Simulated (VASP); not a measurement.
Set up this calculation in VASP 6.6.1, as the native input.

| Quantity | Value |
| --- | --- |
| Task | relaxation of cell and atoms |
| Functional | RPBE |
| Dispersion | D4 |
| Potentials or basis | VASP PAW PBE potentials, release 64 (I) |
| Cutoff | 600 eV |
| k mesh | 9 × 9 × 9 |
| Occupations | fermi-dirac, width 0.05 eV |
| Spin | no spin polarisation |
| Dipole correction | no |
| Further INCAR settings | ALGO = Normal; EDIFF = 1e-07; IBRION = 2; EDIFFG = -0.01; NSW = 60; ISIF = 3 |

The structure of I lies in POSCAR:

```
I
1.0
    0.0000000000      2.3656004428      3.9098401324
    2.1922454667      0.0000000000      3.9098401324
    2.1922454667      2.3656004428      0.0000000000
I
1
Direct
    0.0000000000      0.0000000000      0.0000000000
```

These files were run (other wordings do the same):

INCAR

```
SYSTEM = I
ALGO = Normal
EDIFF = 1E-7
EDIFFG = -0.01
ENCUT = 600
GGA = RP
IBRION = 2
ISIF = 3
ISMEAR = -1
IVDW = 13
LASPH = .True.
LCHARG = .False.
LREAL = .False.
LWAVE = .False.
NELM = 60
NSW = 60
PREC = Accurate
SIGMA = 0.05
```

KPOINTS

```
k-points
0
Gamma
  9 9 9
  0 0 0
```

Potentials or basis: VASP PAW PBE potentials, release 64 (I).

The run is started by

```bash
$ cat potpaw_PBE.64/I/POTCAR > POTCAR
$ mpirun -np 1 vasp_std > vasp.out
```

Results of the run:

The relaxed volume is 35.14 Å³/atom, the relaxed cell is a = 4.129 Å, b = 4.133 Å, c = 3.185 Å, α = 67.27°, β = 67.38°, γ = 45.35° and the space group after relaxing (to 0.1 Å) is I4/mmm (No. 139). The energy gained by relaxing is 31.4 meV/atom, the ionic steps are 23 and the pressure after relaxing is 0.0 GPa. The band gap on the k mesh is zero (an odd number of electrons rules out a gap without spin polarisation). The dispersion energy per atom is -0.771 eV.

Caveat: the PAW data sets were made with another functional, which shifts forces and pressure a little; spin-orbit coupling is left out, which moves the levels of the heavy elements; an odd number of electrons without spin polarisation forces a metal; a magnetic or distorted state may lie lower.

It took 17 min on 1 thread of Intel(R) Xeon(R) Platinum 8488C (Sapphire Rapids), with other jobs on the host, peak memory 0.22 GiB.
